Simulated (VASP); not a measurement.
# Zr3Mn (Pm-3m) in VASP: a series of runs

Runs on Zr3Mn. Level: PBEsol. Tasks: single point.

All numbers are computed with VASP 6.6.1; they aren't measurements. Logs are shortened: lines on timing, memory, paths and dates and some standing lists are left out, and cuts for length are marked.

### 1 The cell of the first run

Symmetry: Pm-3m, No. 221, cubic system. Conventional cell: a = 4.373 Å, b = 4.373 Å, c = 4.373 Å, α = 90.00°, β = 90.00°, γ = 90.00°. Within 4.1 Å of Zr (site symmetry 4/mmm) lie 8 Zr at 3.09 Å and 4 Mn at 3.09 Å. Mn (site symmetry m-3m) has 12 Zr at 3.09 Å within 4.1 Å.

### 2 Single point, PBEsol, collinear spin, ferromagnetic start

INCAR reads:

```
SYSTEM = Zr3Mn
ALGO = Normal ; EDIFF = 1E-7
ENCUT = 520 ; GGA = PS
ISIF = 2 ; ISMEAR = -1
ISPIN = 2 ; LASPH = .True.
LCHARG = .True. ; LELF = .True.
LMAXMIX = 4 ; LORBIT = 11
LREAL = .False. ; LVHAR = .True.
LWAVE = .False. ; MAGMOM = 0 0 0 5.2
NBANDS = 36 ; NELM = 150
PREC = Accurate ; SIGMA = 0.1
```

KPOINTS reads:

```
k-points
0
Gamma
  5 5 5
  0 0 0
```

POSCAR reads:

```
Zr3Mn
1.0
    4.3732200000      0.0000000000      0.0000000000
    0.0000000000      4.3732200000      0.0000000000
    0.0000000000      0.0000000000      4.3732200000
Zr Mn
3 1
Direct
    0.0000000000      0.5000000000      0.5000000000
    0.5000000000      0.0000000000      0.5000000000
    0.5000000000      0.5000000000      0.0000000000
    0.0000000000      0.0000000000      0.0000000000
```

Potentials or basis: VASP PAW PBE potentials, release 64 (Zr_sv, Mn_pv).

Launch:

```bash
$ cat potpaw_PBE.64/Zr_sv/POTCAR potpaw_PBE.64/Mn_pv/POTCAR > POTCAR
$ mpirun -np 1 vasp_std > vasp.out
```

OUTCAR:

```text
SYSTEM = Zr3Mn
   EDIFF = 1E-7
   ENCUT = 520
   GGA = PS
   ISIF = 2
   ISMEAR = -1
   ISPIN = 2
   LASPH = .True.
   LORBIT = 11
   LREAL = .False.
   NELM = 150
   PREC = Accurate

 ion  position               nearest neighbor table
   1  0.000  0.500  0.500-   2 3.09   3 3.09   4 3.09   3 3.09   4 3.09   2 3.09   4 3.09   4 3.09
                             2 3.09   3 3.09   3 3.09   2 3.09
   2  0.500  0.000  0.500-   1 3.09   3 3.09   4 3.09   3 3.09   4 3.09   1 3.09   3 3.09   3 3.09
                             1 3.09   4 3.09   4 3.09   1 3.09
   3  0.500  0.500  0.000-   1 3.09   2 3.09   4 3.09   1 3.09   2 3.09   2 3.09   4 3.09   2 3.09
                             1 3.09   4 3.09   1 3.09   4 3.09
   4  0.000  0.000  0.000-   1 3.09   2 3.09   3 3.09   1 3.09   2 3.09   1 3.09   3 3.09   1 3.09
                             2 3.09   3 3.09   2 3.09   3 3.09

  LATTYP: Found a simple cubic cell.
 ALAT       =     4.3732200000

  Lattice vectors:

 A1 = (   4.3732200000,   0.0000000000,   0.0000000000)
 A2 = (   0.0000000000,   4.3732200000,   0.0000000000)
 A3 = (   0.0000000000,   0.0000000000,   4.3732200000)

Analysis of symmetry for initial positions (statically):
=====================================================================
 Subroutine PRICEL returns:
 Original cell was already a primitive cell.

 Routine SETGRP: Setting up the symmetry group for a
 simple cubic supercell.

 Subroutine GETGRP returns: Found 48 space group operations
 (whereof 48 operations were pure point group operations)
 out of a pool of 48 trial point group operations.

The static configuration has the point symmetry O_h .

Analysis of symmetry for dynamics (positions and initial velocities):
=====================================================================
 Subroutine PRICEL returns:
 Original cell was already a primitive cell.

 Routine SETGRP: Setting up the symmetry group for a
 simple cubic supercell.

 Subroutine GETGRP returns: Found 48 space group operations
 (whereof 48 operations were pure point group operations)
 out of a pool of 48 trial point group operations.

The dynamic configuration has the point symmetry O_h .

Analysis of structural, dynamic, and magnetic symmetry:
=====================================================================
 Subroutine PRICEL returns:
 Original cell was already a primitive cell.

 Routine SETGRP: Setting up the symmetry group for a
 simple cubic supercell.

 Subroutine GETGRP returns: Found 48 space group operations
 (whereof 48 operations were pure point group operations)
 out of a pool of 48 trial point group operations.

The overall configuration has the point symmetry O_h .

 Subroutine INISYM returns: Found 48 space group operations
 (whereof 48 operations are pure point group operations),
 and found     1 'primitive' translations

----------------------------------------------------------------------------------------

                                     Primitive cell

  volume of cell :      83.6381

  direct lattice vectors                    reciprocal lattice vectors
     4.373220000  0.000000000  0.000000000     0.228664462  0.000000000  0.000000000
     0.000000000  4.373220000  0.000000000     0.000000000  0.228664462  0.000000000
     0.000000000  0.000000000  4.373220000     0.000000000  0.000000000  0.228664462

  length of vectors
     4.373220000  4.373220000  4.373220000     0.228664462  0.228664462  0.228664462

  position of ions in fractional coordinates (direct lattice)
     0.000000000  0.500000000  0.500000000
     0.500000000  0.000000000  0.500000000
     0.500000000  0.500000000  0.000000000
     0.000000000  0.000000000  0.000000000

  ion indices of the primitive-cell ions
   primitive index   ion index
                 1           1
                 2           2
                 3           3
                 4           4

----------------------------------------------------------------------------------------

 KPOINTS: k-points

Automatic generation of k-mesh.
 Grid dimensions read from file:
 generate k-points for:    5    5    5

 Generating k-lattice:

  Cartesian coordinates                     Fractional coordinates (reciprocal lattice)
     0.045732892  0.000000000  0.000000000     0.200000000  0.000000000  0.000000000
     0.000000000  0.045732892  0.000000000     0.000000000  0.200000000  0.000000000
     0.000000000  0.000000000  0.045732892     0.000000000  0.000000000  0.200000000

  Length of vectors
     0.045732892  0.045732892  0.045732892

  Shift w.r.t. Gamma in fractional coordinates (k-lattice)
     0.000000000  0.000000000  0.000000000

 Subroutine IBZKPT returns following result:
 ===========================================

 Found     10 irreducible k-points:

 Following reciprocal coordinates:
            Coordinates               Weight
  0.000000  0.000000  0.000000      1.000000
  0.200000  0.000000  0.000000      6.000000
  0.400000  0.000000  0.000000      6.000000
  0.200000  0.200000  0.000000     12.000000
  0.400000  0.200000  0.000000     24.000000
  0.400000  0.400000  0.000000     12.000000
  0.200000  0.200000  0.200000      8.000000
  0.400000  0.200000  0.200000     24.000000
  0.400000  0.400000  0.200000     24.000000
  0.400000  0.400000  0.400000      8.000000
   k-points           NKPTS =     10   k-points in BZ     NKDIM =     10   number of bands    NBANDS=     36
   number of dos      NEDOS =    301   number of ions     NIONS =      4
   total plane-waves  NPLWV =  46656
   dimension x,y,z NGX =    36 NGY =   36 NGZ =   36
   dimension x,y,z NGXF=    72 NGYF=   72 NGZF=   72
   ions per type =               3   1
   NGX,Y,Z   is equivalent  to a cutoff of  13.69, 13.69, 13.69 a.u.
   NGXF,Y,Z  is equivalent  to a cutoff of  27.37, 27.37, 27.37 a.u.
 SYSTEM =  Zr3Mn
   PREC   = accura    normal or accurate (medium, high low for compatibility)
   ISTART =      0    job   : 0-new  1-cont  2-samecut
   ICHARG =      2    charge: 1-file 2-atom 10-const
   ISPIN  =      2    spin polarized calculation?
   LNONCOLLINEAR =      F non collinear calculations
   LSORBIT =      F    spin-orbit coupling
   LASPH  =      T    aspherical Exc in radial PAW
   ENCUT  =  520.0 eV  38.22 Ry    6.18 a.u.   8.13  8.13  8.13*2*pi/ulx,y,z
   NELM   =    150;   NELMIN=  2; NELMDL= -5     # of ELM steps
   EDIFF  = 0.1E-06   stopping-criterion for ELM
   LREAL  =      F    real-space projection
   EDIFFG = 0.1E-05   stopping-criterion for IOM
   NSW    =      0    number of steps for IOM
   IBRION =     -1    ionic relax: 0-MD 1-quasi-New 2-CG
   NFREE  =      0    steps in history (QN), initial steepest desc. (CG)
   ISIF   =      2    stress and relaxation
   ISYM   =      2    0-nonsym 1-usesym 2-fastsym
   POTIM  = 0.5000    time-step for ionic-motion
   TEBEG  =    0.0;   TEEND  =   0.0 temperature during run
   PSTRESS=    0.0 pullay stress
   NELECT =      49.0000    total number of electrons
   NUPDOWN=      -1.0000    fix difference up-down
   EMIN   =  10.00;   EMAX   =-10.00  energy-range for DOS
   EFERMI =   0.00;   METHOD = LEGACY
   ISMEAR =    -1;   SIGMA  =   0.10  broadening in eV -4-tet -1-fermi 0-gaus
   EFERMI_NEDOS =   21; number of points for ismear=-14 and -15
   IALGO  =     38    algorithm
   IMIX   =      4    mixing-type and parameters
     AMIX     =   0.40;   BMIX     =  1.00
     AMIX_MAG =   1.60;   BMIX_MAG =  1.00
  volume/ion in A,a.u.               =      20.91       141.10
  Fermi-wavevector in a.u.,A,eV,Ry     =   1.369847  2.588636 25.531087  1.876482
  Thomas-Fermi vector in A             =   2.495686
   LORBIT       =     11    0 simple, 1 ext, 2 COOP (PROOUT), +10 PAW based schemes
   GGA     = PS    functional components
   LHFCALC =     F    Hartree Fock is set to
   AEXX    =    0.0000 exact exchange contribution
   IVDW    =     0    specifies the selected vdW correction
   LEPSILON=     F    determine dielectric tensor
   LRPA    =     F    only Hartree local field effects (RPA)
 spin polarized calculation
  energy-cutoff  :      520.00
  volume of cell :       83.64
 maximum number of plane-waves:      2301
 NGX is ok and might be reduce to    36
   NGX = 17   NGY = 17   NGZ = 17

 number of electron      48.9999991 magnetization       3.6392460

 Free energy of the ion-electron system (eV)
  ---------------------------------------------------
  ext. energy  EPLUGINS =         0.00000000
  ---------------------------------------------------
  free energy    TOTEN  =       -36.27099369 eV

  energy without entropy =      -36.07498585  energy(sigma->0) =      -36.17298977

 E-fermi :   8.5153     XC(G=0): -11.4357

 val. band max:        8.4858635859   @ k =   0.4000   0.2000   0.0000
 cond. band min:       8.5487929261   @ k =   0.4000   0.4000   0.0000
 fundamental gap:      0.0629293402
 Fermi energy:         8.5152605963

 spin component 1

 k-point     1 :       0.0000    0.0000    0.0000
  band No.  band energies     occupation
      1     -40.9882      1.00000
      2     -40.9882      1.00000
      3     -40.9882      1.00000
      4     -39.9441      1.00000
      5     -39.7285      1.00000
      6     -39.7285      1.00000
[... 379 lines left out ...]
     35      12.4343      0.00000
     36      12.4343      0.00000
 Fermi energy:         8.5152605963

 spin component 2

 k-point     1 :       0.0000    0.0000    0.0000
  band No.  band energies     occupation
      1     -39.9552      1.00000
      2     -39.7396      1.00000
      3     -39.7396      1.00000
      4     -37.4092      1.00000
      5     -37.4092      1.00000
      6     -37.4092      1.00000
[... 379 lines left out ...]
     35      12.8309      0.00000
     36      12.8309      0.00000

------------------------ aborting loop because EDIFF is reached ----------------------------------------

  FORCE on cell =-STRESS in cart. coord.  units (eV):
  Direction    XX          YY          ZZ          XY          YZ          ZX
  --------------------------------------------------------------------------------------
  -------------------------------------------------------------------------------------
  Total       -2.1845348     -2.1845348     -2.1845348      0.0000000      0.0000000     -0.0000000
  in kB      -41.8471205    -41.8471205    -41.8471205      0.0000000      0.0000000     -0.0000000
  external PRESSURE =     -41.8471205 kB  Pullay stress =       0.0000000 kB

 VOLUME and BASIS-vectors are now :
 -----------------------------------------------------------------------------
  energy-cutoff  :      520.00
  volume of cell :       83.64
      direct lattice vectors                 reciprocal lattice vectors
     4.373220000  0.000000000  0.000000000     0.228664462  0.000000000  0.000000000
     0.000000000  4.373220000  0.000000000     0.000000000  0.228664462  0.000000000
     0.000000000  0.000000000  4.373220000     0.000000000  0.000000000  0.228664462

 POSITION                                       TOTAL-FORCE (eV/Angst)
 -----------------------------------------------------------------------------------
      0.00000      2.18661      2.18661         0.000000      0.000000      0.000000
      2.18661      0.00000      2.18661         0.000000      0.000000      0.000000
      2.18661      2.18661      0.00000         0.000000      0.000000      0.000000
      0.00000      0.00000      0.00000         0.000000      0.000000      0.000000
 -----------------------------------------------------------------------------------
    total drift:                                0.000000      0.000000      0.000000

  FREE ENERGIE OF THE ION-ELECTRON SYSTEM (eV)
  ---------------------------------------------------
  free  energy   TOTEN  =       -36.2709936936 eV

  energy  without entropy=      -36.0749858538  energy(sigma->0) =      -36.17298977

 total charge

# of ion       s       p       d       tot
------------------------------------------
    1        2.234   5.951   1.690   9.874
    2        2.234   5.951   1.690   9.874
    3        2.234   5.951   1.690   9.874
    4        0.350   6.241   4.885  11.476
--------------------------------------------------
tot          7.051  24.094   9.954  41.099

 magnetization (x)

# of ion       s       p       d       tot
------------------------------------------
    1       -0.005   0.003  -0.023  -0.025
    2       -0.005   0.003  -0.023  -0.025
    3       -0.005   0.003  -0.023  -0.025
    4        0.037   0.060   3.364   3.462
--------------------------------------------------
tot          0.023   0.069   3.296   3.388
```

It took 2.3 min on 1 thread of AMD EPYC 7R43 (Zen 3), shared host; peak memory 0.21 GiB.

Results:

| Property | Result |
| --- | --- |
| Free energy | -36.2710 eV |
| Pressure | -4.2 GPa |
| Net moment | 3.64 μB per cell |
| Site moments | Zr -0.03; Mn +3.46 μB |
| Valence electrons inside the program's atomic spheres | Zr 9.87; Mn 11.48 |

Levels at points of the mesh, in eV from the Fermi level:
Spin up:
| k point | band 23 | band 24 | band 25 | band 26 | band 27 | band 28 | band 29 | band 30 |
| --- | --- | --- | --- | --- | --- | --- | --- | --- |
| (0.00, 0.00, 0.00) | -0.62 | -0.62 | -0.62 | 0.13 | 0.13 | 2.59 | 2.59 | 2.59 |
Spin down:
```tsv
k point	band 18	band 19	band 20	band 21	band 22	band 23	band 24	band 25	band 26	band 27
(0.00, 0.00, 0.00)	-2.50	-2.50	-1.95	-1.95	-1.95	0.90	0.90	0.90	2.30	2.30
```

Caveat: the cell stands under tension; the PAW data sets were made with another functional, which shifts forces and pressure a little.

(Continued in part 2 of 2.)
